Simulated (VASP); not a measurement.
CaO (rock salt type): single point with PBE

CaO (rock salt type):

```
CELL_PARAMETERS angstrom
0.00000 2.39937 2.39937
2.39937 0.00000 2.39937
2.39937 2.39937 0.00000
ATOMIC_POSITIONS crystal
Ca 0.00000 0.00000 0.00000
O 0.50000 0.50000 0.50000
```

| Item | Value |
| --- | --- |
| Program | VASP 6.6.1 |
| Task | single point |
| Functional | PBE |
| Potentials or basis | VASP PAW PBE potentials, release 64 (Ca_sv, O) |
| Cutoff | 520 eV |
| k mesh | 13 × 13 × 13 |
| Occupations | fermi-dirac, width 0.0612256 eV |
| Spin | no spin polarisation |

The pressure is 2.8 GPa. The band gap on the k mesh is 3.66 eV (least direct gap 4.03 eV).

Levels at points of the mesh, in eV from the valence-band top:
| k point | band 5 | band 6 | band 7 | band 8 | band 9 | band 10 | band 11 | band 12 |
| --- | --- | --- | --- | --- | --- | --- | --- | --- |
| (0.00, 0.00, 0.00) | -15.54 | 0.00 | 0.00 | 0.00 | 4.75 | 6.24 | 6.24 | 6.24 |

Wall time 40 s on 1 thread of Intel(R) Xeon(R) Platinum 8259CL CPU @ 2.50GHz (Skylake/Cascade Lake) (shared host), peak memory 0.18 GiB.

Caveat: an odd mesh through Γ misses points on the zone boundary, where band edges can lie.
